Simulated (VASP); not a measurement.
PbO:

```
CELL_PARAMETERS angstrom
3.61816 0.00000 0.00000
-1.80908 3.13342 0.00000
0.00000 0.00000 6.35155
ATOMIC_POSITIONS crystal
Pb 0.33333 0.66667 0.25000
Pb 0.66667 0.33333 0.75000
O 0.00000 0.00000 0.00000
O 0.00000 0.00000 0.50000
```

Base run:

```yaml
Program: VASP 6.6.1
Functional: PBEsol
Potentials_or_basis: VASP PAW PBE potentials, release 64 (Pb_d, O)
Cutoff: 600 eV
k_mesh: 10 × 10 × 6
Occupations: gaussian, width 0.05 eV
Spin: no spin polarisation
```

Its results: band gap on the k mesh 0.12 eV, indirect (least direct gap 0.14 eV); pressure -4.5 GPa.

**Question.** The run is repeated on the same cell with these changes: functional from PBEsol to RPBE; dispersion from none to D4. What comes out?

**Answer.** Band gap on the k mesh 0.22 eV, indirect (least direct gap 0.24 eV); pressure -0.6 GPa.

Several settings changed at once, so the effect can't be laid on one alone.

Caveats: the PAW data sets were made with another functional, which shifts forces and pressure a little; spin-orbit coupling is left out, which moves the levels of the heavy elements.

A k mesh can miss the band edges.
